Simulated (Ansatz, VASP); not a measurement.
# NaTl: VASP beside Ansatz

```xyz
4
Lattice="0.0374 3.7540 3.7540 3.7540 0.0374 3.7540 3.7540 3.7540 0.0374" Properties=species:S:1:pos:R:3 pbc="T T T"
Na    3.7727    3.7727    3.7727
Na    5.6590    5.6590    5.6590
Tl    0.0000    0.0000    0.0000
Tl    1.8863    1.8863    1.8863
```

Change from the starting cell: equal xy, yz and zx shear strains of +1 %.

Alike in both runs: task single point; functional PBEsol; k mesh 10 × 10 × 10; occupations fermi-dirac, width 0.05 eV; no spin polarisation.

```csv
,VASP,Ansatz
version,VASP 6.6.1,Ansatz 0.2.0
potentials or method,"VASP PAW PBE potentials, release 64 (Na_pv, Tl_d), cutoff 520 eV","all-electron LAPW, scalar-relativistic"
```

```csv
,VASP,Ansatz,Ansatz less VASP
pressure (GPa),0.1,0.1,+0.02
"traceless stress, the component that is largest in VASP (GPa)",-0.18,-0.18,0.000
```

VASP's potentials were made for PBE, not for PBEsol. Ansatz ran all-electron here, and VASP with PAW potentials.

Neither program's run includes spin-orbit coupling.
